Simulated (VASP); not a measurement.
Crystal: Au.

```
Au
1.0
     0.00000    2.02296    2.02296
     2.02296    0.00000    2.02296
     2.02296    2.02296    0.00000
Au
1
Direct
  0.00000 0.00000 0.00000
```

Program: VASP 6.6.1. Alike in all runs: task single point; level LDA; potentials or basis VASP PAW LDA potentials, release 64 (Au); no spin polarisation; cell as given; cutoff (eV) 520.

Order these runs on this cell by their pressure, lowest first.
A. k mesh 3 × 3 × 3; smearing fermi-dirac 0.1 eV
B. k mesh 13 × 13 × 13; smearing methfessel-paxton 0.2 eV
C. k mesh 2 × 2 × 2; smearing fermi-dirac 0.1 eV
D. k mesh 13 × 13 × 13; smearing fermi-dirac 1 eV
E. k mesh 6 × 6 × 6; smearing fermi-dirac 0.1 eV

A (-5.4 GPa), B (0.4 GPa), E (2.3 GPa), D (7.8 GPa), C (51.2 GPa).

Caveats: some runs use coarse meshes.
